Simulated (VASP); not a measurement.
A run of VASP 6.6.1:

Contents of POSCAR:

```
Mg64O65
1.0
    0.0000000000      8.5087624600      8.5087624600
    8.5087624600      0.0000000000      8.5087624600
    8.5087624600      8.5087624600      0.0000000000
Mg O
64 65
Direct
    0.0006972100      0.0037565200     -0.0011755400
    0.0002941800      0.0045470800      0.2461070600
    0.0000698700      0.0027533900      0.4983942800
    0.0000689800      0.0044002700      0.7508299600
    0.0017272300      0.2560177000     -0.0042949400
    0.0012531800      0.2527631100      0.2475873600
[... 121 lines left out ...]
    0.8679805200      0.8825018200      0.8793290600
    0.1251542500      0.6253273300      0.7266045500
```

The input INCAR.step1:

```
ALGO     = Normal         # electronic algorithm
EDIFF    = 1E-4           # SCF threshold, eV
ENCUT    = 520            # plane-wave cutoff, eV
GGA      = PE             # functional
ISMEAR   = -1             # smearing method
LASPH    = T              # aspherical terms in the spheres
LCHARG   = F              # write CHGCAR
LREAL    = Auto         
LUSENCCL = F            
LWAVE    = T              # write WAVECAR
NBANDS   = 329            # bands
NELECT   = 520.0        
NELM     = 100            # most SCF steps
PREC     = Accurate       # precision mode
SIGMA    = 0.01           # smearing width, eV
```

File INCAR.step2:

```
ALGO     = Normal         # electronic algorithm
EDIFF    = 1E-6           # SCF threshold, eV
ENCUT    = 520            # plane-wave cutoff, eV
ISIF     = 2              # what is computed and relaxed
ISMEAR   = -1             # smearing method
ISTART   = 1            
LASPH    = T              # aspherical terms in the spheres
LCHARG   = F              # write CHGCAR
LMIXTAU  = T            
LREAL    = Auto         
LUSENCCL = F            
LWAVE    = F              # write WAVECAR
METAGGA  = R2SCAN         # meta-GGA
NBANDS   = 329            # bands
NELECT   = 520.0        
NELM     = 100            # most SCF steps
PREC     = Accurate       # precision mode
SIGMA    = 0.01           # smearing width, eV
```

KPOINTS

```
k-points
0
Gamma
  1 1 1
```

Potentials or basis: VASP PAW PBE potentials, release 64 (Mg, O).

Run with:

```sh
$ cat potpaw_PBE.64/Mg/POTCAR potpaw_PBE.64/O/POTCAR > POTCAR
$ cp INCAR.step1 INCAR
$ mpirun -np 1 vasp_gam > vasp.out
$ cp INCAR.step2 INCAR
$ mpirun -np 1 vasp_gam > vasp.out
```

Hardware: 1 × NVIDIA H100 80GB with 1 thread of AMD EPYC 7R13 Processor (Zen 3), on a shared host.

Q: Estimate the wall time of this run.

A: It took 9.1 min on 1 × NVIDIA H100 80GB with 1 thread of AMD EPYC 7R13 Processor (Zen 3), with other jobs on the host, peak memory 2.1 GiB. Counts: k points 1.
